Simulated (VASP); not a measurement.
Write the native input for VASP 6.6.1 that does the following.

```
Task                   : relaxation of cell and atoms
Functional             : PBE
Dispersion             : D4
Potentials or basis    : VASP PAW PBE potentials, release 64 (Mo_sv, Te)
Cutoff                 : 600 eV
k mesh                 : 12 × 12 × 4
Occupations            : fermi-dirac, width 0.02 eV
Spin                   : no spin polarisation
Dipole correction      : no
Further INCAR settings : ALGO = Normal; EDIFF = 1e-06; IBRION = 2; EDIFFG = -0.005; NSW = 80; ISIF = 3
```

The structure of Te2Mo lies in POSCAR:

```
Te2Mo
1.0
    3.4574571930      0.0000000000      0.0000000000
   -1.7287285965      2.9942457616      0.0000000000
    0.0000000000      0.0000000000      7.0725606056
Mo Te
1 2
Direct
    0.0000000000      0.0000000000      0.0000000000
    0.3333333333      0.6666666667      0.2636984627
    0.6666666667      0.3333333333      0.7363015373
```

The input as run:

INCAR

```
PREC = Accurate
ENCUT = 600
EDIFF = 1E-6
ISMEAR = -1
SIGMA = 0.02
LREAL = False
LASPH = True
NELM = 100
ALGO = Normal
ISIF = 3
LWAVE = False
LCHARG = False
GGA = PE
IVDW = 13
IBRION = 2
NSW = 80
EDIFFG = -0.005
```

KPOINTS

```
Automatic mesh
0
Gamma
  12 12 4
```

Potentials or basis: VASP PAW PBE potentials, release 64 (Mo_sv, Te).

Launch:

```sh
$ cat potpaw_PBE.64/Mo_sv/POTCAR potpaw_PBE.64/Te/POTCAR > POTCAR
$ mpirun -np 1 vasp_std > vasp.out
```

It gave:

The relaxed volume is 24.36 Å³/atom and the relaxed cell is a = 3.474 Å, b = 3.474 Å, c = 6.995 Å, α = 90.00°, β = 90.00°, γ = 120.00°. The space group after relaxing (to 0.05 Å) is P-3m1 (No. 164), the energy gained by relaxing is 0.5 meV/atom and the ionic steps are 21. The pressure after relaxing is 0.0 GPa and the band gap on the k mesh is zero (band 13 reaches 9.53 eV, above the bottom of band 14 at 8.86 eV). The dispersion energy per atom is -0.573 eV.

Caveat: spin-orbit coupling is left out, which moves the levels of the heavy elements.

It took 13 min on 1 thread of Intel(R) Xeon(R) Platinum 8259CL CPU @ 2.50GHz (Skylake/Cascade Lake) (shared host), peak memory 0.3 GiB.
